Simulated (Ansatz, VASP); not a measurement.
One calculation of AlRu, two programs

```
Al Ru
1.0
     2.97633    0.00000    0.00000
     0.00000    2.97633    0.00000
     0.00000    0.00000    5.95265
Al Ru
2 2
Direct
  0.00000 0.00000 0.99755
  0.00000 0.00000 0.50245
  0.47413 0.50000 0.25000
  0.52587 0.50000 0.75000
```

Change from the starting cell: mode 4 frozen in at -0.077 Å and mode 12 at -0.015 Å (largest displacements).

Alike in both runs: task single point; functional PBEsol; k mesh 16 × 16 × 8; occupations gaussian, width 0.15 eV; no spin polarisation.

|  | VASP | Ansatz |
| --- | --- | --- |
| version | VASP 6.6.1 | Ansatz 0.2.0 |
| potentials or method | VASP PAW PBE potentials, release 64 (Al, Ru_pv), cutoff 520 eV | scalar-relativistic, plane waves, PAW |
| valence electrons in the cell | 34 | 38 |

Ansatz gave:

| Item | Value |
| --- | --- |
| gap on the k mesh at the Fermi level (eV) | none |
| pressure (GPa) | 0.6 |
| traceless stress, the component that is largest in VASP (GPa) | -0.19 |
| rms of the force components (eV/Å) | 0.317 |

Q: Which values does VASP return?

A: gap on the k mesh at the Fermi level (eV): none; pressure (GPa): 0.7; traceless stress, the component that is largest in VASP (GPa): -0.19; rms of the force components (eV/Å): 0.320.

VASP's potentials were made for PBE, not for PBEsol, and Ansatz warns of the same on its side. Atom by atom the forces differ by 0.003 eV/Å (rms over components). A gap of «none» marks a metal or a gap that the smearing closes. With one functional, cell and mesh, what is left measures potentials, basis and numerics. VASP's potentials hold 34 valence electrons a cell and Ansatz's 38, so a difference there can come from the potentials and not from the codes.
